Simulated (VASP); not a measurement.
Crystal: HfB.

```
CELL_PARAMETERS angstrom
0.00000 2.31000 2.31000
2.31000 0.00000 2.31000
2.31000 2.31000 0.00000
ATOMIC_POSITIONS crystal
Hf 0.50000 0.50000 0.50000
B 0.00000 0.00000 0.00000
```

Base run:

* Program: VASP 6.6.1
* Functional: PBE
* Potentials or basis: VASP PAW PBE potentials, release 64 (Hf_pv, B)
* Cutoff: 520 eV
* k mesh: 11 × 11 × 11
* Occupations: fermi-dirac, width 0.05 eV
* Spin: collinear spin, ferromagnetic start
* Starting moments: [0.6, 0.0] μB

Its results: pressure 30.7 GPa.

Problem. After a change of settings the same cell gave: pressure 32.7 GPa; site moments Hf +0.34; B +0.26 μB. Which change was it?
A. moments at the start from [0.6, 0.0] to [0.8, 0.0]; fixed moment from none to 0.8 μB
B. moments at the start from [0.6, 0.0] to [0.5, 0.0]; fixed moment from none to 0.5 μB
C. moments at the start from [0.6, 0.0] to [0.05, 0.0]; fixed moment from none to 0.05 μB
D. moments at the start from [0.6, 0.0] to [0.15, 0.0]; fixed moment from none to 0.15 μB

Solution. A.

Caveats: the total moment is fixed, so each spin has its own Fermi level (some runs).
